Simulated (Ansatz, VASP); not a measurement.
# Al in VASP and in Ansatz

```
CELL_PARAMETERS angstrom
2.85715 0.00000 0.00000
0.00000 4.04062 0.00000
0.00000 0.00000 25.00003
ATOMIC_POSITIONS crystal
Al 0.50000 0.50000 0.30000
Al 0.00000 0.00000 0.35714
Al 0.50000 0.50000 0.41429
Al 0.00000 0.00000 0.47143
Al 0.50000 0.50000 0.52857
Al 0.00000 0.00000 0.58571
Al 0.50000 0.50000 0.64286
Al 0.00000 0.00000 0.70000
```

Alike in both runs: task single point; functional PBE; k mesh 12 × 9 × 1; occupations gaussian, width 0.1 eV; no spin polarisation.

```csv
,VASP,Ansatz
version,VASP 6.6.1,Ansatz 0.2.0
potentials or method,"VASP PAW PBE potentials, release 64 (Al), cutoff 520 eV","scalar-relativistic, plane waves, PAW"
valence electrons in the cell,24,24
```

|  | VASP | Ansatz | Ansatz less VASP |
| --- | --- | --- | --- |
| gap on the k mesh at the Fermi level (eV) | none | none | - |
| rms of the force components (eV/Å) | 0.101 | 0.100 | -0.0002 |

Atom by atom the forces differ by 0.000 eV/Å (rms over components). A gap of «none» marks a metal or a gap that the smearing closes. Ansatz's warnings: xc potential rough in thin density.
